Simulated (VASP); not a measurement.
Here is a VASP 6.6.1 calculation.

The input INCAR:

```
SYSTEM = AgBr
  PREC = Accurate
  ENCUT = 500
  EDIFF = 1E-6
  ISMEAR = 0
  SIGMA = 0.01
  LREAL = .False.
  LASPH = .True.
  NELM = 120
  ALGO = Normal
  ISIF = 2
  LWAVE = .False.
  LCHARG = .False.
  NBANDS = 16
  GGA_COMPAT = .False.
```

Contents of KPOINTS:

```
Automatic mesh
0
Gamma
  8 8 8
  0 0 0
```

POSCAR

```
AgBr
1.0
    0.0000000000      2.8701500000      2.8701500000
    2.8701500000      0.0000000000      2.8701500000
    2.8701500000      2.8701500000      0.0000000000
Ag Br
1 1
Direct
    0.0000000000      0.0000000000      0.0000000000
    0.5000000000      0.5000000000      0.5000000000
```

Potentials or basis: VASP PAW LDA potentials, release 64 (Ag, Br).

Command:

```bash
$ cat potpaw_LDA.64/Ag/POTCAR potpaw_LDA.64/Br/POTCAR > POTCAR
$ mpirun -np 1 vasp_std > vasp.out
```

Task: Predict the band gap on the k mesh.

Result: 0.41 eV (least direct gap 2.34 eV).

Task: Estimate the pressure.

Result: -4.1 GPa.

Caveat: the cell stands under tension; semilocal functionals underestimate gaps, and a narrow one can read as zero. A k mesh can miss the band edges.
